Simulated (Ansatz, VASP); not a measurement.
# Gd in VASP and in Ansatz

```
CELL_PARAMETERS angstrom
3.64833 0.00000 0.00000
-1.82416 3.15954 0.00000
0.00000 0.00000 5.83273
ATOMIC_POSITIONS crystal
Gd 0.33333 0.66667 0.25000
Gd 0.66667 0.33333 0.75000
```

Alike in both runs: task single point; functional PBE; k mesh 6 × 6 × 4; occupations fermi-dirac, width 0.05 eV; collinear spin.

|  | VASP | Ansatz |
| --- | --- | --- |
| version | VASP 6.6.1 | Ansatz 0.2.0 |
| potentials or method | VASP PAW PBE potentials, release 64 (Gd), cutoff 520 eV | plane waves (420 eV) with PAW, scalar-relativistic |
| valence electrons in the cell | 36 | 36 |

VASP gave:

* pressure (GPa): -0.3
* net moment per atom (μB): 7.70
* size of the moment on the site where the two differ most (μB): 7.01

What did Ansatz give for the same quantities?

Pressure (GPa): -0.1; net moment per atom (μB): 7.70; size of the moment on the site where the two differ most (μB): 7.39.

Site moments also hang on the region over which each program counts them.

Neither program's run includes spin-orbit coupling.
